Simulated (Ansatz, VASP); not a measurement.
**One calculation of BeTe, two programs**

The input INCAR:

```
PREC = Accurate
ENCUT = 600
EDIFF = 1E-6
ISMEAR = 0
SIGMA = 0.1
LREAL = F
LASPH = T
NELM = 120
ALGO = Normal
ISIF = 2
LWAVE = F
LCHARG = T
GGA = PE
LELF = T
LVHAR = T
NBANDS = 11
GGA_COMPAT = F
```

KPOINTS

```
regular mesh
0
Gamma
  6 6 6
```

Contents of POSCAR:

```
BeTe
1.0
    0.0000000000      2.6815534200      2.6815534200
    2.6815534200      0.0000000000      2.6815534200
    2.6815534200      2.6815534200      0.0000000000
Be Te
1 1
Direct
    0.0000000000      0.0000000000      0.0000000000
    0.7500000000      0.7500000000      0.7500000000
```

Input for Ansatz:

```yaml
crystal:
  lattice:
    - [0.0, 2.68155342, 2.68155342]
    - [2.68155342, 0.0, 2.68155342]
    - [2.68155342, 2.68155342, 0.0]
  atoms:
    - { symbol: Be, position: [0.0, 0.0, 0.0] }
    - { symbol: Te, position: [0.75, 0.75, 0.75] }
basis:
  ecutwfc: 420
kpoints:
  mp_grid: { grid: [6, 6, 6] }
hamiltonian:
  xc: pbe
scf:
  occupations: { method: gaussian, width: 0.1 }
output:
  forces: true
  stress: true
  eigenvalues: true
```

Alike in both runs: task single point; functional PBE; k mesh 6 × 6 × 6; occupations gaussian, width 0.1 eV; no spin polarisation.

```csv
,VASP,Ansatz
version,VASP 6.6.1,Ansatz 0.2.0
potentials or method,"VASP PAW PBE potentials, release 64 (Be, Te), cutoff 600 eV","scalar-relativistic, plane waves, PAW"
valence electrons in the cell,8,18
```

|  | VASP | Ansatz | Ansatz less VASP |
| --- | --- | --- | --- |
| gap on the k mesh at the Fermi level (eV) | 1.57 | 1.59 | +0.022 |
| least direct gap on the mesh (eV) | 3.45 | 3.48 | +0.028 |
| pressure (GPa) | 13.1 | 12.9 | -0.27 |

VASP's potentials hold 8 valence electrons a cell and Ansatz's 18, so a difference there can come from the potentials and not from the codes.

Neither program's run includes spin-orbit coupling.
